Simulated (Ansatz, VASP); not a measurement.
Two plane-wave programs on Zr

INCAR

```
PREC = Accurate ; ENCUT = 500
EDIFF = 1E-6 ; ISMEAR = -1
SIGMA = 0.05 ; LREAL = F
LASPH = T ; NELM = 120
ALGO = Normal ; ISIF = 2
LWAVE = F ; LCHARG = F
GGA = LIBXC ; LIBXC1 = GGA_X_B88
LIBXC2 = GGA_C_PBE ; NBANDS = 19
GGA_COMPAT = F
```

File KPOINTS:

```
Automatic mesh
0
Gamma
  9 9 5
```

Contents of POSCAR:

```
Zr
1.0
    3.2320000000      0.0000000000      0.0000000000
   -1.6160000000      2.7989941050      0.0000000000
    0.0000000000      0.0000000000      5.1470000000
Zr
2
Direct
    0.6666666667      0.3333333333      0.7500000000
    0.3333333333      0.6666666667      0.2500000000
```

The input input.yaml:

```yaml
crystal:
  lattice:
    - [3.232, 0.0, 0.0]
    - [-1.616, 2.798994105, 0.0]
    - [0.0, 0.0, 5.147]
  atoms:
    - { symbol: Zr, position: [0.6666666667, 0.3333333333, 0.75] }
    - { symbol: Zr, position: [0.3333333333, 0.6666666667, 0.25] }
hamiltonian:
  xc: { exchange: b88, correlation: pbe }
  pseudopotentials: { kind: paw }
kpoints:
  mp_grid: { grid: [9, 9, 5] }
  band_path:
    path:
      - [[0.0, 0.0, 0.0], [0.5, 0.0, 0.0], [0.3333333333, 0.3333333333, 0.0], [0.0, 0.0, 0.0], [0.0, 0.0, 0.5], [0.5, 0.0, 0.5], [0.3333333333, 0.3333333333, 0.5], [0.0, 0.0, 0.5]]
      - [[0.5, 0.0, 0.5], [0.5, 0.0, 0.0]]
      - [[0.3333333333, 0.3333333333, 0.0], [0.3333333333, 0.3333333333, 0.5]]
    npoints: 14
scf:
  occupations: { method: fermi_dirac, width: 0.05 }
  n_extra_bands: 6
output:
  forces: true
  stress: true
  eigenvalues: true
  fatbands: false
```

Alike in both runs: functional b88 exchange, pbe correlation; k mesh 9 × 9 × 5; occupations fermi-dirac, width 0.05 eV; no spin polarisation.

|  | VASP | Ansatz |
| --- | --- | --- |
| version | VASP 6.6.1 | Ansatz 0.2.0 |
| potentials or method | VASP PAW PBE potentials, release 64 (Zr_sv) | Ansatz PAW |
| plane-wave cutoff (eV) | 500 | 420 |
| valence electrons in the cell | 24 | 24 |
| task | single point | band structure |

|  | VASP | Ansatz | Ansatz less VASP |
| --- | --- | --- | --- |
| gap on the k mesh at the Fermi level (eV) | none | none | - |
| pressure (GPa) | 0.2 | 0.1 | -0.05 |
| traceless stress, the component that is largest in VASP (GPa) | 0.58 | 0.59 | +0.002 |

VASP's potentials were made for PBE, not for b88 exchange, pbe correlation. A gap of «none» marks a metal or a gap that the smearing closes.
